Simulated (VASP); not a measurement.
Write the native input for VASP 6.6.1 that does the following.

```yaml
Task: single point
Functional: PBE
Potentials_or_basis: VASP PAW PBE potentials, release 64 (In_d, O)
Cutoff: 600 eV
k_mesh: 8 × 8 × 8
Occupations: gaussian, width 0.1 eV
Spin: no spin polarisation
Dipole_correction: no
Further_INCAR_settings: ALGO = Normal; EDIFF = 1e-06; NBANDS = 41
```

The structure of In2O lies in POSCAR:

```
In2O
1.0
    5.1343813733      0.0000000000      0.0000000000
    0.0000000000      5.1343813733      0.0000000000
    0.0000000000      0.0000000000      5.1343813733
In O
4 2
Direct
    0.7500000000      0.7500000000      0.7500000000
    0.7500000000      0.2500000000      0.2500000000
    0.2500000000      0.2500000000      0.7500000000
    0.2500000000      0.7500000000      0.2500000000
    0.0000000000      0.0000000000      0.0000000000
    0.5000000000      0.5000000000      0.5000000000
```

The cell was built from a structure type or drawn by symmetry, and may not be a known phase.

One way to write it, as run:

INCAR

```
  PREC = Accurate
  ENCUT = 600
  EDIFF = 1E-6
  ISMEAR = 0
  SIGMA = 0.1
  LREAL = False
  LASPH = True
  NELM = 120
  ALGO = Normal
  ISIF = 2
  LWAVE = False
  LCHARG = True
  GGA = PE
  LELF = True
  LVHAR = True
  NBANDS = 41
  GGA_COMPAT = False
```

KPOINTS

```
regular mesh
0
Gamma
  8 8 8
```

Potentials or basis: VASP PAW PBE potentials, release 64 (In_d, O).

The run is started by

```bash
$ cat potpaw_PBE.64/In_d/POTCAR potpaw_PBE.64/O/POTCAR > POTCAR
$ mpirun -np 1 vasp_std > vasp.out
```

Results of the run:

The pressure is 0.1 GPa. The band gap on the k mesh is zero (bands 32 and 33 overlap by 1.46 eV).

Caveat: spin-orbit coupling is left out, which moves the levels of the heavy elements.

It took 4.7 min on 1 thread of Intel(R) Xeon(R) 6975P-C (Granite Rapids), with other jobs on the host, peak memory 0.35 GiB.
